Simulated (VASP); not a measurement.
# Be2C3 (Fm-3m) in VASP: further runs

The runs below take Be2C3 through single point, relaxation of cell and atoms, with PBE.

Program: VASP 6.6.1. These are calculated values, not measurements. Logs are shortened: lines on timing, memory, paths and dates and some standing lists are left out, and cuts for length are marked.

**1. The cell of the first run**

The structure is cubic, space group Fm-3m (No. 225). The conventional cell has a = 7.710 Å, b = 7.710 Å, c = 7.710 Å, α = 90.00°, β = 90.00°, γ = 90.00°. Be (site symmetry m-3m) has 6 C at 1.63 Å within 2.2 Å. Be (site symmetry -43m) has 12 C at 2.74 Å and 8 Be at 3.34 Å within 3.6 Å. Within 2.9 Å of Be (site symmetry m-3m) lie 6 C at 2.23 Å. Within 2.2 Å of C (site symmetry 4mm) lie 1 Be at 1.63 Å.

**2. Single point, PBE**

The input, INCAR:

```
SYSTEM = Be2C3
PREC = Accurate
ENCUT = 520
EDIFF = 1E-6
ISMEAR = 0
SIGMA = 0.1
LREAL = .FALSE.
LASPH = .TRUE.
NELM = 60
ALGO = Normal
ISIF = 2
LWAVE = .FALSE.
LCHARG = .FALSE.
GGA = PE
NBANDS = 27
```

The input, KPOINTS:

```
Automatic mesh
0
G
  4 4 4
  0 0 0
```

The input, POSCAR:

```
Be2C3
1.0
    0.0000000000      3.8547735500      3.8547735500
    3.8547735500      0.0000000000      3.8547735500
    3.8547735500      3.8547735500      0.0000000000
Be C
4 6
Direct
    0.5000000000      0.5000000000      0.5000000000
    0.2500000000      0.2500000000      0.2500000000
    0.7500000000      0.7500000000      0.7500000000
    0.0000000000      0.0000000000      0.0000000000
    0.2887771000      0.7112229000      0.7112229000
    0.7112229000      0.2887771000      0.2887771000
    0.7112229000      0.2887771000      0.7112229000
    0.2887771000      0.7112229000      0.2887771000
    0.7112229000      0.7112229000      0.2887771000
    0.2887771000      0.2887771000      0.7112229000
```

Potentials or basis: VASP PAW PBE potentials, release 64 (Be, C).

The run is started by

```
cat potpaw_PBE.64/Be/POTCAR potpaw_PBE.64/C/POTCAR > POTCAR
mpirun -np 1 vasp_std > vasp.out
```

OUTCAR:

```text
SYSTEM = Be2C3
   PREC = Accurate
   ENCUT = 520
   EDIFF = 1E-6
   ISMEAR = 0
   LREAL = .FALSE.
   LASPH = .TRUE.
   NELM = 60
   ISIF = 2
   GGA = PE

 ion  position               nearest neighbor table
   1  0.500  0.500  0.500-   5 1.63   6 1.63   7 1.63   8 1.63   9 1.63  10 1.63
   2  0.250  0.250  0.250-
   3  0.750  0.750  0.750-
   4  0.000  0.000  0.000-   5 2.23   6 2.23   7 2.23   8 2.23   9 2.23  10 2.23
   5  0.289  0.711  0.711-   1 1.63   4 2.23
   6  0.711  0.289  0.289-   1 1.63   4 2.23
   7  0.711  0.289  0.711-   1 1.63   4 2.23
   8  0.289  0.711  0.289-   1 1.63   4 2.23
   9  0.711  0.711  0.289-   1 1.63   4 2.23
  10  0.289  0.289  0.711-   1 1.63   4 2.23

  LATTYP: Found a face centered cubic cell.
 ALAT       =     7.7095471000

  Lattice vectors:

 A1 = (   0.0000000000,   3.8547735500,   3.8547735500)
 A2 = (   3.8547735500,   0.0000000000,   3.8547735500)
 A3 = (   3.8547735500,   3.8547735500,   0.0000000000)

Analysis of symmetry for initial positions (statically):
=====================================================================
 Subroutine PRICEL returns:
 Original cell was already a primitive cell.

 Routine SETGRP: Setting up the symmetry group for a
 face centered cubic supercell.

 Subroutine GETGRP returns: Found 48 space group operations
 (whereof 48 operations were pure point group operations)
 out of a pool of 48 trial point group operations.

The static configuration has the point symmetry O_h .

Analysis of symmetry for dynamics (positions and initial velocities):
=====================================================================
 Subroutine PRICEL returns:
 Original cell was already a primitive cell.

 Routine SETGRP: Setting up the symmetry group for a
 face centered cubic supercell.

 Subroutine GETGRP returns: Found 48 space group operations
 (whereof 48 operations were pure point group operations)
 out of a pool of 48 trial point group operations.

The dynamic configuration has the point symmetry O_h .

 Subroutine INISYM returns: Found 48 space group operations
 (whereof 48 operations are pure point group operations),
 and found     1 'primitive' translations

[... 98 lines left out ...]
   NFREE  =      0    steps in history (QN), initial steepest desc. (CG)
   ISIF   =      2    stress and relaxation
   ISYM   =      2    0-nonsym 1-usesym 2-fastsym
   POTIM  = 0.5000    time-step for ionic-motion
   TEBEG  =    0.0;   TEEND  =   0.0 temperature during run
   PSTRESS=    0.0 pullay stress
   NELECT =      32.0000    total number of electrons
   NUPDOWN=      -1.0000    fix difference up-down
   EMIN   =  10.00;   EMAX   =-10.00  energy-range for DOS
   EFERMI =   0.00;   METHOD = LEGACY
   ISMEAR =     0;   SIGMA  =   0.10  broadening in eV -4-tet -1-fermi 0-gaus
   EFERMI_NEDOS =   21; number of points for ismear=-14 and -15
   IALGO  =     38    algorithm
   IMIX   =      4    mixing-type and parameters
     AMIX     =   0.40;   BMIX     =  1.00
     AMIX_MAG =   1.60;   BMIX_MAG =  1.00
  volume/ion in A,a.u.               =      11.46        77.31
  Fermi-wavevector in a.u.,A,eV,Ry     =   1.070161  2.022312 15.582010  1.145245
  Thomas-Fermi vector in A             =   2.205863
   LORBIT       =      0    0 simple, 1 ext, 2 COOP (PROOUT), +10 PAW based schemes
   GGA     = PE    functional components
   LHFCALC =     F    Hartree Fock is set to
   AEXX    =    0.0000 exact exchange contribution
   IVDW    =     0    specifies the selected vdW correction
   LEPSILON=     F    determine dielectric tensor
   LRPA    =     F    only Hartree local field effects (RPA)
 non-spin polarized calculation
 Gauss-broadening in eV      SIGMA  =   0.10
  energy-cutoff  :      520.00
  volume of cell :      114.56
 maximum number of plane-waves:      3119
 NGX is ok and might be reduce to    42
   NGX = 21   NGY = 21   NGZ = 21

 number of electron      32.0000000 magnetization

 Free energy of the ion-electron system (eV)
  ---------------------------------------------------
  ext. energy  EPLUGINS =         0.00000000
  ---------------------------------------------------
  free energy    TOTEN  =       -41.22725929 eV

  energy without entropy =      -41.18007220  energy(sigma->0) =      -41.20366575

 E-fermi :   3.4427     XC(G=0):  -9.8149

 val. band max:        3.4097114171   @ k =   0.2500   0.2500   0.0000
 cond. band min:       3.4948583631   @ k =  -0.2500   0.5000   0.2500
 fundamental gap:      0.0851469460
 Fermi energy:         3.4427299557

 k-point     1 :       0.0000    0.0000    0.0000
  band No.  band energies     occupation
      1     -10.9441      2.00000
      2      -7.1821      2.00000
      3      -7.1821      2.00000
      4      -7.1821      2.00000
      5      -3.8218      2.00000
      6      -3.8218      2.00000
[... 229 lines left out ...]
     26       7.2140      0.00000
     27       8.2192      0.00000

------------------------ aborting loop because EDIFF is reached ----------------------------------------

  FORCE on cell =-STRESS in cart. coord.  units (eV):
  Direction    XX          YY          ZZ          XY          YZ          ZX
  --------------------------------------------------------------------------------------
  -------------------------------------------------------------------------------------
  Total       -8.6137445     -8.6137445     -8.6137445      0.0000000      0.0000000     -0.0000000
  in kB     -120.4691817   -120.4691817   -120.4691817      0.0000000      0.0000000     -0.0000000
  external PRESSURE =    -120.4691817 kB  Pullay stress =       0.0000000 kB

 VOLUME and BASIS-vectors are now :
 -----------------------------------------------------------------------------
  energy-cutoff  :      520.00
  volume of cell :      114.56
      direct lattice vectors                 reciprocal lattice vectors
     0.000000000  3.854773550  3.854773550    -0.129709305  0.129709305  0.129709305
     3.854773550  0.000000000  3.854773550     0.129709305 -0.129709305  0.129709305
     3.854773550  3.854773550  0.000000000     0.129709305  0.129709305 -0.129709305

 POSITION                                       TOTAL-FORCE (eV/Angst)
 -----------------------------------------------------------------------------------
      3.85477      3.85477      3.85477         0.000000     -0.000000      0.000000
      1.92739      1.92739      1.92739         0.000000     -0.000000     -0.000000
      5.78216      5.78216      5.78216        -0.000000     -0.000000      0.000000
      0.00000      0.00000      0.00000         0.000000     -0.000000      0.000000
      5.48321      3.85477      3.85477         2.728365     -0.000000      0.000000
      2.22634      3.85477      3.85477        -2.728365     -0.000000      0.000000
      3.85477      5.48321      3.85477         0.000000      2.728365      0.000000
      3.85477      2.22634      3.85477         0.000000     -2.728365      0.000000
      3.85477      3.85477      5.48321         0.000000     -0.000000      2.728365
      3.85477      3.85477      2.22634         0.000000     -0.000000     -2.728365
 -----------------------------------------------------------------------------------
    total drift:                               -0.000000     -0.000000      0.000000

  FREE ENERGIE OF THE ION-ELECTRON SYSTEM (eV)
  ---------------------------------------------------
  free  energy   TOTEN  =       -41.2272592934 eV

  energy  without entropy=      -41.1800721979  energy(sigma->0) =      -41.20366575
```

stdout:

```text
POSCAR found type information on POSCAR BeC
 POSCAR found :  2 types and      10 ions
 scaLAPACK will be used
 LDA part: xc-table for (Slater+PW92), standard interpolation
 POSCAR, INCAR and KPOINTS ok, starting setup
 FFT: planning ... GRIDC
 FFT: planning ... GRID_SOFT
 FFT: planning ... GRID
 WAVECAR not read
 entering main loop
```

Run time: 25 s. Hardware: 1 thread of AMD EPYC 9R45 (Zen 5), shared host; peak memory 0.21 GiB.

Results:

```yaml
Free_energy: -41.2273 eV
Pressure: -12.0 GPa
Largest_force: 2.728 eV/Å
Band_gap_on_the_k_mesh: zero (band 16 reaches 4.43 eV, above the bottom of band 17 at 2.81 eV)
```

Forces in eV/Å, atoms in the order of the input:
```
Be   0.000  0.000  0.000
Be   0.000  0.000  0.000
Be   0.000  0.000  0.000
Be   0.000  0.000  0.000
C    2.728  0.000  0.000
C   -2.728  0.000  0.000
C    0.000  2.728  0.000
C    0.000 -2.728  0.000
C    0.000  0.000  2.728
C    0.000  0.000 -2.728
```

Caveat: forces of over 1 eV/Å act on the atoms, so gaps and moduli don't describe the material at rest.

(Continued in part 2 of 2.)
